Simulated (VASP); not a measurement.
Set up this calculation in VASP 6.6.1, as the native input.

| Item | Value |
| --- | --- |
| Task | single point |
| Functional | r2SCAN |
| Potentials or basis | VASP PAW PBE potentials, release 64 (Ag) |
| Cutoff | 520 eV |
| k mesh | 11 × 11 × 11 |
| Occupations | fermi-dirac, width 0.05 eV |
| Spin | no spin polarisation |
| Dipole correction | no |
| Further INCAR settings | ALGO = Normal; EDIFF = 1e-06; NBANDS = 12 |

Ag:

```
Ag
1.0
    -1.68813    1.68813    1.68813
     1.68813   -1.68813    1.68813
     1.68813    1.68813   -1.68813
Ag
1
Direct
  0.00000 0.00000 0.00000
```

The input as run:

POSCAR

```
Ag
1.0
   -1.6881260479      1.6881260479      1.6881260479
    1.6881260479     -1.6881260479      1.6881260479
    1.6881260479      1.6881260479     -1.6881260479
Ag
1
Direct
    0.0000000000      0.0000000000      0.0000000000
```

INCAR.step1

```
PREC = Accurate
ENCUT = 520
ISMEAR = -1
SIGMA = 0.05
LREAL = F
LASPH = T
NELM = 80
NBANDS = 12
GGA = PE
ALGO = Normal
EDIFF = 1E-4
LWAVE = T
LCHARG = F
```

INCAR.step2

```
PREC = Accurate
ENCUT = 520
EDIFF = 1E-6
ISMEAR = -1
SIGMA = 0.05
LREAL = F
LASPH = T
NELM = 80
ALGO = Normal
ISIF = 2
LWAVE = F
LCHARG = F
METAGGA = R2SCAN
LMIXTAU = T
NBANDS = 12
ISTART = 1
```

KPOINTS

```
regular mesh
0
Gamma
  11 11 11
```

Potentials or basis: VASP PAW PBE potentials, release 64 (Ag).

The run is started by

```bash
$ cat potpaw_PBE.64/Ag/POTCAR > POTCAR
$ cp INCAR.step1 INCAR
$ mpirun -np 1 vasp_std > vasp.out
$ cp INCAR.step2 INCAR
$ mpirun -np 1 vasp_std > vasp.out
```

Results of the run:

```
Pressure : -7.6 GPa
```

Caveat: the PAW data sets were made with another functional, which shifts forces and pressure a little.

It took 74 s on 1 thread of AMD EPYC 7R43 64-Core Processor (Zen 3) (shared host), peak memory 0.11 GiB.
